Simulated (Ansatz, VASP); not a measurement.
# Two plane-wave programs on Zr4Si3

```
Zr Si
1.0
     5.93586    0.00000    0.00000
    -2.96793    5.14060    0.00000
     0.00000    0.00000    4.91031
Zr Si
4 3
Direct
  0.50000 0.00000 0.50000
  0.00000 0.50000 0.50000
  0.50000 0.50000 0.50000
  0.00000 0.00000 0.50000
  0.33333 0.66667 0.00000
  0.66667 0.33333 0.00000
  0.00000 0.00000 0.00000
```

Alike in both runs: functional PBE; k mesh 4 × 4 × 3; occupations gaussian, width 0.2 eV; no spin polarisation.

Ansatz relaxed the structure, and its values are those at the end. VASP's run is a single point on that final structure, the one shown.

|  | VASP | Ansatz |
| --- | --- | --- |
| version | VASP 6.6.1 | Ansatz 0.2.0 |
| potentials or method | VASP PAW PBE potentials, release 64 (Zr_sv, Si), cutoff 500 eV | scalar-relativistic, plane waves, PAW |
| valence electrons in the cell | 60 | 60 |

```csv
,VASP,Ansatz,Ansatz less VASP
gap on the k mesh at the Fermi level (eV),none,none,-
pressure (GPa),0.1,0.1,-0.04
```

A gap of «none» marks a metal or a gap that the smearing closes.

The k mesh is coarse, so the values compare programs but aren't converged.
